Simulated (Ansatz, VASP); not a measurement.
Two plane-wave programs on BeS

The input INCAR:

```
SYSTEM = BeS
  ALGO = Normal
  EDIFF = 1E-6
  ENCUT = 600
  GGA = PS
  GGA_COMPAT = .FALSE.
  ISIF = 2
  ISMEAR = 0
  LASPH = .TRUE.
  LCHARG = .FALSE.
  LREAL = .FALSE.
  LWAVE = .FALSE.
  NBANDS = 11
  NELM = 120
  PREC = Accurate
  SIGMA = 0.05
```

The input KPOINTS:

```
k-points
0
G
  8 8 8
  0 0 0
```

File POSCAR:

```
BeS
1.0
    0.0000000000      2.3863368979      2.3863368979
    2.3863368979      0.0000000000      2.3863368979
    2.3863368979      2.3863368979      0.0000000000
Be S
1 1
Direct
    0.0000000000      0.0000000000      0.0000000000
    0.7500000000      0.7500000000      0.7500000000
```

Input for Ansatz:

```yaml
crystal:
  lattice:
    - [0.0, 2.3863368979, 2.3863368979]
    - [2.3863368979, 0.0, 2.3863368979]
    - [2.3863368979, 2.3863368979, 0.0]
  atoms:
    - { symbol: Be, position: [0.0, 0.0, 0.0] }
    - { symbol: S, position: [0.75, 0.75, 0.75] }
basis:
  ecutwfc: 420
  ecutrho_ratio: 4
kpoints:
  mp_grid: { grid: [8, 8, 8] }
hamiltonian:
  xc: pbesol
scf:
  occupations: { method: gaussian, width: 0.05 }
output:
  forces: true
  stress: true
  eigenvalues: true
```

Alike in both runs: task single point; functional PBEsol; k mesh 8 × 8 × 8; occupations gaussian, width 0.05 eV; no spin polarisation.

```csv
,VASP,Ansatz
version,VASP 6.6.1,Ansatz 0.2.0
potentials or method,"VASP PAW PBE potentials, release 64 (Be, S), cutoff 600 eV","scalar-relativistic, plane waves, PAW"
valence electrons in the cell,8,8
```

```csv
,VASP,Ansatz,Ansatz less VASP
gap on the k mesh at the Fermi level (eV),2.81,2.81,-0.004
least direct gap on the mesh (eV),5.58,5.55,-0.029
pressure (GPa),4.5,4.3,-0.20
```

VASP's potentials were made for PBE, not for PBEsol. With one functional, cell and mesh, what is left measures potentials, basis and numerics.
